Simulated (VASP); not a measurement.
# Na (P6_3/mmc) in VASP: a series of runs

Na is run at these levels: PBEsol; tasks: single point.

All numbers are computed with VASP 6.6.1; they aren't measurements. Logs are shortened: lines on timing, memory, paths and dates and some standing lists are left out, and cuts for length are marked.

### 1 The cell of the first run

The structure is hexagonal, space group P6_3/mmc (No. 194). The conventional cell has a = 3.767 Å, b = 3.767 Å, c = 6.154 Å, α = 90.00°, β = 90.00°, γ = 120.00°. Within 4.9 Å of Na (site symmetry -6m2) lie 12 Na at 3.77 Å.

### 2 Single point, PBEsol

INCAR

```
SYSTEM = Na
ALGO = Normal
EDIFF = 1E-6
ENCUT = 520
GGA = PS
ISIF = 2
ISMEAR = 1
LASPH = .True.
LCHARG = .True.
LELF = .True.
LREAL = .False.
LVHAR = .True.
LWAVE = .False.
NBANDS = 14
NELM = 100
PREC = Accurate
SIGMA = 0.05
```

KPOINTS

```
k-points
0
Gamma
  7 7 4
  0 0 0
```

POSCAR

```
Na
1.0
    3.7670000000      0.0000000000      0.0000000000
   -1.8835000000      3.2623176961      0.0000000000
    0.0000000000      0.0000000000      6.1540000000
Na
2
Direct
    0.6666666667      0.3333333333      0.7500000000
    0.3333333333      0.6666666667      0.2500000000
```

Potentials or basis: VASP PAW PBE potentials, release 64 (Na_pv).

Command:

```
cat potpaw_PBE.64/Na_pv/POTCAR > POTCAR
mpirun -np 1 vasp_std > vasp.out
```

OUTCAR:

```text
SYSTEM = Na
   EDIFF = 1E-6
   ENCUT = 520
   GGA = PS
   ISIF = 2
   ISMEAR = 1
   LASPH = .True.
   LREAL = .False.
   NELM = 100
   PREC = Accurate

 ion  position               nearest neighbor table
   1  0.667  0.333  0.750-
   2  0.333  0.667  0.250-

  LATTYP: Found a hexagonal cell.
 ALAT       =     3.7670000000
 C/A-ratio  =     1.6336607380

  Lattice vectors:

 A1 = (   3.7670000000,   0.0000000000,   0.0000000000)
 A2 = (  -1.8835000000,   3.2623176961,   0.0000000000)
 A3 = (   0.0000000000,   0.0000000000,   6.1540000000)

Analysis of symmetry for initial positions (statically):
=====================================================================
 Subroutine PRICEL returns:
 Original cell was already a primitive cell.

 Routine SETGRP: Setting up the symmetry group for a
 hexagonal supercell.

 Subroutine GETGRP returns: Found 24 space group operations
 (whereof 12 operations were pure point group operations)
 out of a pool of 24 trial point group operations.

The static configuration has the point symmetry D_3d.
 The point group associated with its full space group is D_6h.

Analysis of symmetry for dynamics (positions and initial velocities):
=====================================================================
 Subroutine PRICEL returns:
 Original cell was already a primitive cell.

 Routine SETGRP: Setting up the symmetry group for a
 hexagonal supercell.

 Subroutine GETGRP returns: Found 24 space group operations
 (whereof 12 operations were pure point group operations)
 out of a pool of 24 trial point group operations.

The dynamic configuration has the point symmetry D_3d.
 The point group associated with its full space group is D_6h.

 Subroutine INISYM returns: Found 24 space group operations
 (whereof 12 operations are pure point group operations),
 and found     1 'primitive' translations

----------------------------------------------------------------------------------------

                                     Primitive cell

  volume of cell :      75.6274

  direct lattice vectors                    reciprocal lattice vectors
     3.767000000  0.000000000  0.000000000     0.265463233  0.153265269  0.000000000
    -1.883500000  3.262317696  0.000000000     0.000000000  0.306530538  0.000000000
     0.000000000  0.000000000  6.154000000     0.000000000  0.000000000  0.162495938

  length of vectors
[... 90 lines left out ...]
   TEBEG  =    0.0;   TEEND  =   0.0 temperature during run
   PSTRESS=    0.0 pullay stress
   NELECT =      14.0000    total number of electrons
   NUPDOWN=      -1.0000    fix difference up-down
   EMIN   =  10.00;   EMAX   =-10.00  energy-range for DOS
   EFERMI =   0.00;   METHOD = LEGACY
   ISMEAR =     1;   SIGMA  =   0.05  broadening in eV -4-tet -1-fermi 0-gaus
   EFERMI_NEDOS =   21; number of points for ismear=-14 and -15
   IALGO  =     38    algorithm
   IMIX   =      4    mixing-type and parameters
     AMIX     =   0.40;   BMIX     =  1.00
     AMIX_MAG =   1.60;   BMIX_MAG =  1.00
  volume/ion in A,a.u.               =      37.81       255.18
  Fermi-wavevector in a.u.,A,eV,Ry     =   0.933020  1.763153 11.844235  0.870527
  Thomas-Fermi vector in A             =   2.059678
   LORBIT       =      0    0 simple, 1 ext, 2 COOP (PROOUT), +10 PAW based schemes
   GGA     = PS    functional components
   LHFCALC =     F    Hartree Fock is set to
   AEXX    =    0.0000 exact exchange contribution
   IVDW    =     0    specifies the selected vdW correction
   LEPSILON=     F    determine dielectric tensor
   LRPA    =     F    only Hartree local field effects (RPA)
 non-spin polarized calculation
 Methfessel and Paxton  Order N= 1 SIGMA  =   0.05
  energy-cutoff  :      520.00
  volume of cell :       75.63
 maximum number of plane-waves:      2050
 NGX is ok and might be reduce to    28
   NGX = 13   NGY = 13   NGZ = 23

 number of electron      14.0000011 magnetization

 Free energy of the ion-electron system (eV)
  ---------------------------------------------------
  ext. energy  EPLUGINS =         0.00000000
  ---------------------------------------------------
  free energy    TOTEN  =        -2.80781606 eV

  energy without entropy =       -2.80738188  energy(sigma->0) =       -2.80767133

 E-fermi :   0.1366     XC(G=0):  -6.4486

 val. band max:        0.1221403121   @ k =   0.1429   0.1429   0.2500
 cond. band min:       0.4014728217   @ k =   0.2857  -0.0000   0.2500
 fundamental gap:      0.2793325097
 Fermi energy:         0.1365823055

 k-point     1 :       0.0000    0.0000    0.0000
  band No.  band energies     occupation
      1     -24.5796      2.00000
      2     -24.5518      2.00000
      3     -24.5518      2.00000
      4     -24.5472      2.00000
      5     -24.5472      2.00000
      6     -24.5466      2.00000
      7      -2.9873      2.00000
      8       0.7911     -0.00000
      9       1.1961      0.00000
     10      10.1199      0.00000
     11      10.1200      0.00000
     12      10.4637      0.00000
     13      10.4637      0.00000
     14      10.6104      0.00000
[... 377 lines left out ...]
      1     -24.5742      2.00000
      2     -24.5742      2.00000
      3     -24.5648      2.00000
      4     -24.5648      2.00000
      5     -24.5532      2.00000
      6     -24.5532      2.00000
      7       1.4054      0.00000
      8       1.4054      0.00000
      9       3.0908      0.00000
     10       3.0908      0.00000
     11       3.8419      0.00000
     12       3.8419      0.00000
     13       9.1475      0.00000
     14       9.1475      0.00000

------------------------ aborting loop because EDIFF is reached ----------------------------------------

  FORCE on cell =-STRESS in cart. coord.  units (eV):
  Direction    XX          YY          ZZ          XY          YZ          ZX
  --------------------------------------------------------------------------------------
  -------------------------------------------------------------------------------------
  Total       -0.1711875     -0.1711875     -0.0462935      0.0000000      0.0000000      0.0000000
  in kB       -3.6266310     -3.6266310     -0.9807336      0.0000000      0.0000000      0.0000000
  external PRESSURE =      -2.7446652 kB  Pullay stress =       0.0000000 kB

 VOLUME and BASIS-vectors are now :
 -----------------------------------------------------------------------------
  energy-cutoff  :      520.00
  volume of cell :       75.63
      direct lattice vectors                 reciprocal lattice vectors
     3.767000000  0.000000000  0.000000000     0.265463233  0.153265269  0.000000000
    -1.883500000  3.262317696  0.000000000     0.000000000  0.306530538  0.000000000
     0.000000000  0.000000000  6.154000000     0.000000000  0.000000000  0.162495938

 POSITION                                       TOTAL-FORCE (eV/Angst)
 -----------------------------------------------------------------------------------
      1.88350      1.08744      4.61550         0.000000     -0.000000      0.000000
     -0.00000      2.17488      1.53850        -0.000000      0.000000      0.000000
 -----------------------------------------------------------------------------------
    total drift:                                0.000000     -0.000000      0.000000

  FREE ENERGIE OF THE ION-ELECTRON SYSTEM (eV)
  ---------------------------------------------------
  free  energy   TOTEN  =        -2.8078160583 eV

  energy  without entropy=       -2.8073818751  energy(sigma->0) =       -2.80767133
```

OSZICAR:

```text
N       E                     dE             d eps       ncg     rms          rms(c)
DAV:   1     0.100521455236E+03    0.10052E+03   -0.75686E+03   678   0.969E+02
DAV:   2     0.117894884331E+01   -0.99343E+02   -0.98012E+02   690   0.278E+02
DAV:   3    -0.275378997513E+01   -0.39327E+01   -0.39295E+01   834   0.637E+01
DAV:   4    -0.281069786472E+01   -0.56908E-01   -0.56906E-01   786   0.813E+00
DAV:   5    -0.281198263885E+01   -0.12848E-02   -0.12847E-02   828   0.126E+00    0.326E-01
DAV:   6    -0.280881857808E+01    0.31641E-02   -0.47773E-03   834   0.106E+00    0.199E-01
DAV:   7    -0.280790566676E+01    0.91291E-03   -0.42540E-03   822   0.872E-01    0.652E-02
DAV:   8    -0.280781531837E+01    0.90348E-04   -0.45737E-04   870   0.379E-01    0.398E-03
DAV:   9    -0.280781605825E+01   -0.73989E-06   -0.50061E-06   708   0.277E-02
   1 F= -.28078161E+01 E0= -.28076713E+01  d E =-.434183E-03
```

It took 20 s on 1 thread of Intel Xeon 6975P-C, shared host; peak memory 0.17 GiB.

What came out:

- Free energy: -2.8078 eV
- Pressure: -0.3 GPa
- Band gap on the k mesh: zero (band 7 reaches 1.49 eV, above the bottom of band 8 at -1.97 eV)

Caveat: the PAW data sets were made with another functional, which shifts forces and pressure a little.

### 3 Single point, PBEsol

INCAR

```
PREC = Accurate
ENCUT = 520
EDIFF = 1E-7
ISMEAR = 1
SIGMA = 0.025
LREAL = False
LASPH = True
NELM = 80
ALGO = Normal
ISIF = 2
LWAVE = False
LCHARG = False
GGA = PS
NBANDS = 14
```

KPOINTS

```
regular mesh
0
Gamma
  7 7 4
```

POSCAR is that of step 2.

Potentials or basis: VASP PAW PBE potentials, release 64 (Na_pv).

Command:

```
cat potpaw_PBE.64/Na_pv/POTCAR > POTCAR
mpirun -np 1 vasp_std > vasp.out
```

Wall time 19 s (1 thread of Intel Xeon 6975P-C, shared host); peak memory 0.18 GiB.

Results (log left out):

| Quantity | Value |
| --- | --- |
| Free energy | -2.8075 eV |
| Pressure | -0.3 GPa |
| Band gap on the k mesh | zero (band 7 reaches 1.49 eV, above the bottom of band 8 at -1.97 eV) |

Stress tensor (GPa, compression positive):
```
-0.39  0.00  0.00
 0.00 -0.39  0.00
 0.00  0.00 -0.11
```

Levels at points of the mesh, in eV from the Fermi level:
```csv
k point,band 4,band 5,band 6,band 7,band 8,band 9,band 10,band 11
"(0.00, 0.00, 0.00)",-24.68,-24.68,-24.68,-3.12,0.66,1.07,9.99,9.99
"(0.00, 0.00, 0.50)",-24.68,-24.68,-24.68,-2.10,-2.10,5.57,5.57,10.57
```

Caveat: the PAW data sets were made with another functional, which shifts forces and pressure a little.

### 4 Single point, PBEsol

INCAR

```
SYSTEM = Na
PREC     = Accurate       ! precision mode
ENCUT    = 520            ! plane-wave cutoff, eV
EDIFF    = 1E-6           ! SCF threshold, eV
ISMEAR   = 1              ! smearing method
SIGMA    = 0.01           ! smearing width, eV
LREAL    = .False.        ! projectors in reciprocal space
LASPH    = .True.         ! aspherical terms in the spheres
NELM     = 60             ! most SCF steps
ALGO     = Normal         ! electronic algorithm
ISIF     = 2              ! what is computed and relaxed
LWAVE    = .False.        ! write WAVECAR
LCHARG   = .False.        ! write CHGCAR
GGA      = PS             ! functional
NBANDS   = 14             ! bands
```

KPOINTS

```
regular mesh
0
Gamma
  7 7 4
  0 0 0
```

POSCAR is that of step 3.

Command:

```
cat potpaw_PBE.64/Na_pv/POTCAR > POTCAR
mpirun -np 1 vasp_std > vasp.out
```

Run time: 19 s. Hardware: 1 thread of Intel Xeon 6975P-C, shared host; peak memory 0.18 GiB.

The run converged. Its results:

* Free energy: -2.8073 eV
* Pressure: -0.3 GPa
* Band gap on the k mesh: zero (band 7 reaches 1.49 eV, above the bottom of band 8 at -1.97 eV)

Stress tensor (GPa, compression positive):
```
-0.37  0.00  0.00
 0.00 -0.37  0.00
 0.00  0.00 -0.09
```

Levels at points of the mesh, in eV from the Fermi level:
```
           k point  band 4  band 5  band 6  band 7  band 8  band 9  band 10  band 11
(0.00, 0.00, 0.00)  -24.67  -24.67  -24.67   -3.11    0.67    1.07     9.99     9.99
(0.00, 0.00, 0.50)  -24.67  -24.67  -24.67   -2.10   -2.10    5.58     5.58    10.58
```

Caveat: the PAW data sets were made with another functional, which shifts forces and pressure a little.

### 5 Single point, PBEsol

INCAR

```
SYSTEM = Na
PREC = Accurate
ENCUT = 520
EDIFF = 1E-7
ISMEAR = 1
SIGMA = 0.005
LREAL = .FALSE.
LASPH = .TRUE.
NELM = 80
ALGO = Fast
ISIF = 2
LWAVE = .FALSE.
LCHARG = .FALSE.
GGA = PS
NBANDS = 14
```

KPOINTS

```
regular mesh
0
G
  7 7 4
  0 0 0
```

POSCAR is that of step 4.

Command:

```
cat potpaw_PBE.64/Na_pv/POTCAR > POTCAR
mpirun -np 1 vasp_std > vasp.out
```

Run time: 31 s. Hardware: 1 thread of Intel Xeon 6975P-C, shared host; peak memory 0.18 GiB.

The run converged. Its results:

```yaml
Free_energy: -2.8073 eV
Pressure: -0.3 GPa
Band_gap_on_the_k_mesh: zero (band 7 reaches 1.49 eV, above the bottom of band 8 at -1.97 eV)
```

Stress tensor (GPa, compression positive):
```
-0.37  0.00  0.00
 0.00 -0.37  0.00
 0.00  0.00 -0.09
```

Levels at points of the mesh, in eV from the Fermi level:
| k point | band 4 | band 5 | band 6 | band 7 | band 8 | band 9 | band 10 | band 11 |
| --- | --- | --- | --- | --- | --- | --- | --- | --- |
| (0.00, 0.00, 0.00) | -24.67 | -24.67 | -24.67 | -3.11 | 0.67 | 1.07 | 10.00 | 10.00 |
| (0.00, 0.00, 0.50) | -24.67 | -24.67 | -24.67 | -2.09 | -2.09 | 5.58 | 5.58 | 10.58 |

Caveat: the PAW data sets were made with another functional, which shifts forces and pressure a little.

### 6 Summary

| smearing | gap on the mesh (eV) | pressure (GPa) |
| --- | --- | --- |
| methfessel-paxton 0.05 eV | none | -0.3 |
| methfessel-paxton 0.025 eV | none | -0.3 |
| methfessel-paxton 0.01 eV | none | -0.3 |
| methfessel-paxton 0.005 eV | none | -0.3 |

Alike in all rows: task single point; level PBEsol; potentials or basis VASP PAW PBE potentials, release 64 (Na_pv); no spin polarisation; cell as given; k mesh 7 × 7 × 4; cutoff (eV) 520.

Every run on the cell as given and a fine mesh finds a metal.

Caveats: the PAW data sets were made with another functional, which shifts forces and pressure a little.

Total energies depend on the potentials used, so only differences within one code and one set of settings carry meaning.
